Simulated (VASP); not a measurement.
Runs of VASP 6.6.1 on Bi3B5. The structure is that of space group Im-3m (No. 229), or close to it. The cells are those of the table. 

```csv
task,cell,k mesh,cutoff (eV),smearing,gap on the mesh (eV),pressure (GPa)
single point,"a = 5.490 Å, angles 109.5°, 8 atoms",4 × 4 × 4,520,gaussian 0.1 eV,none,(a)
single point,"a = 5.577 Å, angles 109.5°, 8 atoms",6 × 6 × 6,520,gaussian 0.2 eV,none,0.4
relaxation of cell and atoms,"relaxed from a = 5.490 Å, angles 109.5°, 8 atoms",8 × 8 × 8,600,gaussian 0.1 eV,none,0.0
single point,"a = 5.577 Å, angles 109.5°, 8 atoms",8 × 8 × 8,520,gaussian 0.1 eV,none,0.0
single point,"a = 5.577 Å, angles 109.5°, 8 atoms","8 × 8 × 8, shifted",520,gaussian 0.1 eV,none,-0.1
```

Alike in all rows: level PBE; potentials or basis VASP PAW PBE potentials, release 64 (B, Bi_d); no spin polarisation.

Q: Estimate the missing entries.

A: (a) 3.1.

Caveats: spin-orbit coupling is left out, which moves the levels of the heavy elements.

A k mesh can miss the band edges, and the runs leave out spin-orbit coupling on Bi.

A gap of «none» marks levels without a gap at the run's occupations.
